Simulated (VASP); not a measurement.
# MgO (Pm-3m) in VASP: a series of runs

MgO is run at these levels: r2SCAN; tasks: single point.

All numbers are computed with VASP 6.6.1; they aren't measurements. Logs are shortened: lines on timing, memory, paths and dates and some standing lists are left out, and cuts for length are marked.

**1. The cell of the first run**

Symmetry: Pm-3m, No. 221, cubic system. Conventional cell: a = 2.675 Å, b = 2.675 Å, c = 2.675 Å, α = 90.00°, β = 90.00°, γ = 90.00°. Within 3.1 Å of Mg (site symmetry m-3m) lie 8 O at 2.32 Å and 6 Mg at 2.67 Å. Within 3.1 Å of O (site symmetry m-3m) lie 8 Mg at 2.32 Å and 6 O at 2.67 Å.

**2. Single point, r2SCAN (9.57 Å³/atom)**

POSCAR reads:

```
MgO
1.0
    2.6748004087      0.0000000000      0.0000000000
    0.0000000000      2.6748004087      0.0000000000
    0.0000000000      0.0000000000      2.6748004087
Mg O
1 1
Direct
    0.0000000000      0.0000000000      0.0000000000
    0.5000000000      0.5000000000      0.5000000000
```

INCAR.step1 reads:

```
SYSTEM = MgO
PREC = Accurate
ENCUT = 920
ISMEAR = 0
SIGMA = 0.01
LREAL = .False.
LASPH = .True.
NELM = 120
NBANDS = 15
GGA = PE
ALGO = Normal
EDIFF = 1E-5
LWAVE = .True.
LCHARG = .False.
GGA_COMPAT = .False.
```

INCAR.step2 reads:

```
SYSTEM = MgO
PREC = Accurate
ENCUT = 920
EDIFF = 1E-6
ISMEAR = 0
SIGMA = 0.01
LREAL = .False.
LASPH = .True.
NELM = 120
ALGO = Normal
ISIF = 2
LWAVE = .False.
LCHARG = .False.
METAGGA = R2SCAN
LMIXTAU = .True.
NBANDS = 15
ISTART = 1
GGA_COMPAT = .False.
```

KPOINTS reads:

```
regular mesh
0
Gamma
  8 8 8
  0 0 0
```

Potentials or basis: VASP PAW PBE potentials, release 64 (Mg_sv, O).

Started as:

```
> cat potpaw_PBE.64/Mg_sv/POTCAR potpaw_PBE.64/O/POTCAR > POTCAR
> cp INCAR.step1 INCAR
> mpirun -np 1 vasp_std > vasp.out
> cp INCAR.step2 INCAR
> mpirun -np 1 vasp_std > vasp.out
```

OUTCAR:

```text
SYSTEM = MgO
   PREC = Accurate
   ENCUT = 920
   EDIFF = 1E-6
   ISMEAR = 0
   LREAL = .False.
   LASPH = .True.
   NELM = 120
   ISIF = 2
   METAGGA = R2SCAN
   ISTART = 1

 ion  position               nearest neighbor table
   1  0.000  0.000  0.000-
   2  0.500  0.500  0.500-

  LATTYP: Found a simple cubic cell.
 ALAT       =     2.6748004087

  Lattice vectors:

 A1 = (   2.6748004087,   0.0000000000,   0.0000000000)
 A2 = (   0.0000000000,   2.6748004087,   0.0000000000)
 A3 = (   0.0000000000,   0.0000000000,   2.6748004087)

Analysis of symmetry for initial positions (statically):
=====================================================================
 Subroutine PRICEL returns:
 Original cell was already a primitive cell.

 Routine SETGRP: Setting up the symmetry group for a
 simple cubic supercell.

 Subroutine GETGRP returns: Found 48 space group operations
 (whereof 48 operations were pure point group operations)
 out of a pool of 48 trial point group operations.

The static configuration has the point symmetry O_h .

Analysis of symmetry for dynamics (positions and initial velocities):
=====================================================================
 Subroutine PRICEL returns:
 Original cell was already a primitive cell.

 Routine SETGRP: Setting up the symmetry group for a
 simple cubic supercell.

 Subroutine GETGRP returns: Found 48 space group operations
 (whereof 48 operations were pure point group operations)
 out of a pool of 48 trial point group operations.

The dynamic configuration has the point symmetry O_h .

 Subroutine INISYM returns: Found 48 space group operations
 (whereof 48 operations are pure point group operations),
 and found     1 'primitive' translations

----------------------------------------------------------------------------------------

                                     Primitive cell

  volume of cell :      19.1370

  direct lattice vectors                    reciprocal lattice vectors
     2.674800409  0.000000000  0.000000000     0.373859671  0.000000000  0.000000000
     0.000000000  2.674800409  0.000000000     0.000000000  0.373859671  0.000000000
     0.000000000  0.000000000  2.674800409     0.000000000  0.000000000  0.373859671

  length of vectors
     2.674800409  2.674800409  2.674800409     0.373859671  0.373859671  0.373859671

  position of ions in fractional coordinates (direct lattice)
     0.000000000  0.000000000  0.000000000
     0.500000000  0.500000000  0.500000000

  ion indices of the primitive-cell ions
   primitive index   ion index
                 1           1
[... 85 lines left out ...]
   NUPDOWN=      -1.0000    fix difference up-down
   EMIN   =  10.00;   EMAX   =-10.00  energy-range for DOS
   EFERMI =   0.00;   METHOD = LEGACY
   ISMEAR =     0;   SIGMA  =   0.01  broadening in eV -4-tet -1-fermi 0-gaus
   EFERMI_NEDOS =   21; number of points for ismear=-14 and -15
   IALGO  =     38    algorithm
   IMIX   =      4    mixing-type and parameters
     AMIX     =   0.40;   BMIX     =  1.00
     AMIX_MAG =   1.60;   BMIX_MAG =  1.00
  volume/ion in A,a.u.               =       9.57        64.57
  Fermi-wavevector in a.u.,A,eV,Ry     =   1.542257  2.914443 32.362232  2.378557
  Thomas-Fermi vector in A             =   2.648087
   LORBIT       =      0    0 simple, 1 ext, 2 COOP (PROOUT), +10 PAW based schemes
   METAGGA = R2SCAN    functional components
   LHFCALC =     F    Hartree Fock is set to
   AEXX    =    0.0000 exact exchange contribution
   IVDW    =     0    specifies the selected vdW correction
   LEPSILON=     F    determine dielectric tensor
   LRPA    =     F    only Hartree local field effects (RPA)
 non-spin polarized calculation
 Gauss-broadening in eV      SIGMA  =   0.01
  energy-cutoff  :      920.00
  volume of cell :       19.14
 maximum number of plane-waves:      1231
 NGX is ok and might be reduce to    28
   NGX = 13   NGY = 13   NGZ = 13

 number of electron      16.0000011 magnetization

 Free energy of the ion-electron system (eV)
  ---------------------------------------------------
  ext. energy  EPLUGINS =         0.00000000
  ---------------------------------------------------
  free energy    TOTEN  =       -14.51519889 eV

  energy without entropy =      -14.51519889  energy(sigma->0) =      -14.51519889

 E-fermi :   4.3338     XC(G=0): -12.0237

 val. band max:        4.0428441796   @ k =   0.5000   0.5000   0.0000
 cond. band min:       7.0253790397   @ k =   0.0000   0.0000   0.0000
 fundamental gap:      2.9825348601
 Fermi energy:         4.3337707466

 k-point     1 :       0.0000    0.0000    0.0000
  band No.  band energies     occupation
      1     -73.6713      2.00000
      2     -38.7346      2.00000
      3     -38.7346      2.00000
      4     -38.7346      2.00000
      5     -15.1397      2.00000
      6       3.0536      2.00000
      7       3.0536      2.00000
      8       3.0536      2.00000
      9       7.0254      0.00000
     10      15.3989      0.00000
     11      15.3989      0.00000
     12      25.0993      0.00000
     13      25.0993      0.00000
     14      25.0993      0.00000
[... 401 lines left out ...]
      2     -38.8243      2.00000
      3     -38.8075      2.00000
      4     -38.7314      2.00000
      5     -13.2880      2.00000
      6      -0.6609      2.00000
      7       0.1085      2.00000
      8       3.3276      2.00000
      9      10.7521      0.00000
     10      15.4420      0.00000
     11      15.9989      0.00000
     12      19.8074      0.00000
     13      23.5913      0.00000
     14      24.0520      0.00000
     15      28.2748      0.00000

 [... further k-points ...]

------------------------ aborting loop because EDIFF is reached ----------------------------------------

  FORCE on cell =-STRESS in cart. coord.  units (eV):
  Direction    XX          YY          ZZ          XY          YZ          ZX
  --------------------------------------------------------------------------------------
  -------------------------------------------------------------------------------------
  Total       -0.9554938     -0.9554938     -0.9554938      0.0000000      0.0000000      0.0000000
  in kB      -79.9952680    -79.9952680    -79.9952680      0.0000000      0.0000000      0.0000000
  external PRESSURE =     -79.9952680 kB  Pullay stress =       0.0000000 kB

 VOLUME and BASIS-vectors are now :
 -----------------------------------------------------------------------------
  energy-cutoff  :      920.00
  volume of cell :       19.14
      direct lattice vectors                 reciprocal lattice vectors
     2.674800409  0.000000000  0.000000000     0.373859671  0.000000000  0.000000000
     0.000000000  2.674800409  0.000000000     0.000000000  0.373859671  0.000000000
     0.000000000  0.000000000  2.674800409     0.000000000  0.000000000  0.373859671

 POSITION                                       TOTAL-FORCE (eV/Angst)
 -----------------------------------------------------------------------------------
      0.00000      0.00000      0.00000         0.000000      0.000000      0.000000
      1.33740      1.33740      1.33740         0.000000      0.000000      0.000000
 -----------------------------------------------------------------------------------
    total drift:                               -0.000000      0.000000      0.000000

  FREE ENERGIE OF THE ION-ELECTRON SYSTEM (eV)
  ---------------------------------------------------
  free  energy   TOTEN  =       -14.5151988902 eV

  energy  without entropy=      -14.5151988902  energy(sigma->0) =      -14.51519889
```

It took 39 s on 1 thread of Intel Xeon 6975P-C (Granite Rapids), shared host; peak memory 0.17 GiB.

What came out:

| Quantity | Value |
| --- | --- |
| Free energy | -14.5152 eV |
| Pressure | -8.0 GPa |
| Band gap on the k mesh | 2.98 eV (least direct gap 3.97 eV) |

Levels at points of the mesh, in eV from the valence-band top:
```tsv
k point	band 6	band 7	band 8	band 9	band 10	band 11
(0.00, 0.00, 0.00)	-0.99	-0.99	-0.99	2.98	11.36	11.36
(0.50, 0.00, 0.00)	-6.23	-0.54	-0.54	7.55	10.07	15.50
(0.50, 0.50, 0.00)	-4.54	-4.54	0.00	5.73	12.88	12.88
(0.50, 0.50, 0.50)	-3.52	-3.52	-3.52	8.21	8.21	8.21
```

Caveat: the cell stands under tension; the structure was generated, so it needn't be the stable form of MgO; the PAW data sets were made with another functional, which shifts forces and pressure a little.

**3. Single point, r2SCAN (8.76 Å³/atom)**

This run uses another cell than the first one, of 8.76 Å³/atom.

POSCAR reads:

```
MgO
1.0
    2.5968488402      0.0000000000      0.0000000000
    0.0000000000      2.5968488402      0.0000000000
    0.0000000000      0.0000000000      2.5968488402
Mg O
1 1
Direct
    0.0000000000      0.0000000000      0.0000000000
    0.5000000000      0.5000000000      0.5000000000
```

INCAR.step1 reads:

```
SYSTEM = MgO
PREC     = Accurate       ! precision mode
ENCUT    = 920            ! plane-wave cutoff, eV
ISMEAR   = 0              ! smearing method
SIGMA    = 0.01           ! smearing width, eV
LREAL    = .FALSE.        ! projectors in reciprocal space
LASPH    = .TRUE.         ! aspherical terms in the spheres
NELM     = 120            ! most SCF steps
NBANDS   = 15             ! bands
GGA      = PE             ! functional
ALGO     = Normal         ! electronic algorithm
EDIFF    = 1E-5           ! SCF threshold, eV
LWAVE    = .TRUE.         ! write WAVECAR
LCHARG   = .FALSE.        ! write CHGCAR
GGA_COMPAT= .FALSE.
```

INCAR.step2 reads:

```
SYSTEM = MgO
PREC     = Accurate       ! precision mode
ENCUT    = 920            ! plane-wave cutoff, eV
EDIFF    = 1E-6           ! SCF threshold, eV
ISMEAR   = 0              ! smearing method
SIGMA    = 0.01           ! smearing width, eV
LREAL    = .FALSE.        ! projectors in reciprocal space
LASPH    = .TRUE.         ! aspherical terms in the spheres
NELM     = 120            ! most SCF steps
ALGO     = Normal         ! electronic algorithm
ISIF     = 2              ! what is computed and relaxed
LWAVE    = .FALSE.        ! write WAVECAR
LCHARG   = .FALSE.        ! write CHGCAR
METAGGA  = R2SCAN         ! meta-GGA
LMIXTAU  = .TRUE.       
NBANDS   = 15             ! bands
ISTART   = 1            
GGA_COMPAT= .FALSE.
```

KPOINTS reads:

```
regular mesh
0
G
  8 8 8
  0 0 0
```

Potentials or basis: VASP PAW PBE potentials, release 64 (Mg_sv, O).

Started as:

```
> cat potpaw_PBE.64/Mg_sv/POTCAR potpaw_PBE.64/O/POTCAR > POTCAR
> cp INCAR.step1 INCAR
> mpirun -np 1 vasp_std > vasp.out
> cp INCAR.step2 INCAR
> mpirun -np 1 vasp_std > vasp.out
```

Wall time 49 s (1 thread of AMD EPYC 9R45 (Zen 5), shared host); peak memory 0.14 GiB.

The run converged. Its results:

```yaml
Free_energy: -14.5288 eV
Pressure: 5.8 GPa
Band_gap_on_the_k_mesh: 3.82 eV (least direct gap 4.91 eV)
```

Levels at points of the mesh, in eV from the valence-band top:
| k point | band 4 | band 5 | band 6 | band 7 | band 8 | band 9 | band 10 | band 11 | band 12 | band 13 |
| --- | --- | --- | --- | --- | --- | --- | --- | --- | --- | --- |
| (0.00, 0.00, 0.00) | -42.61 | -19.78 | -1.09 | -1.09 | -1.09 | 3.82 | 11.56 | 11.56 | 22.57 | 22.57 |
| (0.50, 0.00, 0.00) | -42.60 | -18.47 | -6.78 | -0.61 | -0.61 | 8.35 | 11.06 | 16.04 | 18.71 | 19.73 |
| (0.50, 0.50, 0.00) | -42.59 | -17.57 | -4.99 | -4.99 | 0.00 | 6.08 | 13.89 | 13.89 | 14.74 | 20.79 |
| (0.50, 0.50, 0.50) | -42.71 | -16.65 | -3.94 | -3.94 | -3.94 | 8.62 | 8.62 | 8.62 | 18.76 | 20.86 |

Caveat: the cell stands under pressure; the structure was generated, so it needn't be the stable form of MgO; the PAW data sets were made with another functional, which shifts forces and pressure a little.

**4. Single point, r2SCAN**

This run uses another cell than the first one, of 9.03 Å³/atom.

POSCAR reads:

```
MgO
1.0
    2.6233491281      0.0000000000      0.0000000000
    0.0000000000      2.6233491281      0.0000000000
    0.0000000000      0.0000000000      2.6233491281
Mg O
1 1
Direct
    0.0000000000      0.0000000000      0.0000000000
    0.5000000000      0.5000000000      0.5000000000
```

INCAR.step1 reads:

```
SYSTEM = MgO
PREC = Accurate
ENCUT = 920
ISMEAR = 0
SIGMA = 0.01
LREAL = .FALSE.
LASPH = .TRUE.
NELM = 120
NBANDS = 15
GGA = PE
ALGO = Normal
EDIFF = 1E-5
LWAVE = .TRUE.
LCHARG = .FALSE.
GGA_COMPAT = .FALSE.
```

INCAR.step2 reads:

```
SYSTEM = MgO
PREC = Accurate
ENCUT = 920
EDIFF = 1E-6
ISMEAR = 0
SIGMA = 0.01
LREAL = .FALSE.
LASPH = .TRUE.
NELM = 120
ALGO = Normal
ISIF = 2
LWAVE = .FALSE.
LCHARG = .TRUE.
METAGGA = R2SCAN
LMIXTAU = .TRUE.
LELF = .TRUE.
LVHAR = .TRUE.
NBANDS = 15
ISTART = 1
GGA_COMPAT = .FALSE.
```

KPOINTS is that of step 3.

Started as:

```
> cat potpaw_PBE.64/Mg_sv/POTCAR potpaw_PBE.64/O/POTCAR > POTCAR
> cp INCAR.step1 INCAR
> mpirun -np 1 vasp_std > vasp.out
> cp INCAR.step2 INCAR
> mpirun -np 1 vasp_std > vasp.out
```

Run time: 1.7 min. Hardware: 1 thread of Intel Xeon Platinum 8259CL at 2.50GHz (Skylake/Cascade Lake), shared host; peak memory 0.17 GiB.

It converged, with:

| Property | Result |
| --- | --- |
| Free energy | -14.5403 eV |
| Pressure | 0.7 GPa |
| Band gap on the k mesh | 3.52 eV (least direct gap 4.57 eV) |

Levels at points of the mesh, in eV from the valence-band top:
```csv
k point,band 5,band 6,band 7,band 8,band 9,band 10,band 11,band 12
"(0.00, 0.00, 0.00)",-19.57,-1.05,-1.05,-1.05,3.52,11.49,11.49,22.04
"(0.50, 0.00, 0.00)",-18.33,-6.59,-0.59,-0.59,8.07,10.71,15.86,18.54
"(0.50, 0.50, 0.00)",-17.48,-4.83,-4.83,0.00,5.96,13.54,13.54,14.48
"(0.50, 0.50, 0.50)",-16.61,-3.79,-3.79,-3.79,8.48,8.48,8.48,18.17
```

Caveat: the structure was generated, so it needn't be the stable form of MgO; the PAW data sets were made with another functional, which shifts forces and pressure a little. A k mesh can miss the band edges.

**5. Summary**

| cell | gap on the mesh (eV) | pressure (GPa) |
| --- | --- | --- |
| a = 2.675 Å, 2 atoms | 2.98 | -8.0 |
| a = 2.597 Å, 2 atoms | 3.82 | 5.8 |
| a = 2.623 Å, 2 atoms | 3.52 | 0.7 |

Alike in all rows: task single point; level r2SCAN; potentials or basis VASP PAW PBE potentials, release 64 (Mg_sv, O); no spin polarisation; k mesh 8 × 8 × 8; cutoff (eV) 920; smearing gaussian 0.01 eV.

Caveats: the structure was generated, so it needn't be the stable form of MgO; the PAW data sets were made with another functional, which shifts forces and pressure a little; the cell stands under tension (at least some runs); the cell stands under pressure (at least some runs).

Total energies depend on the potentials used, so only differences within one code and one set of settings carry meaning.
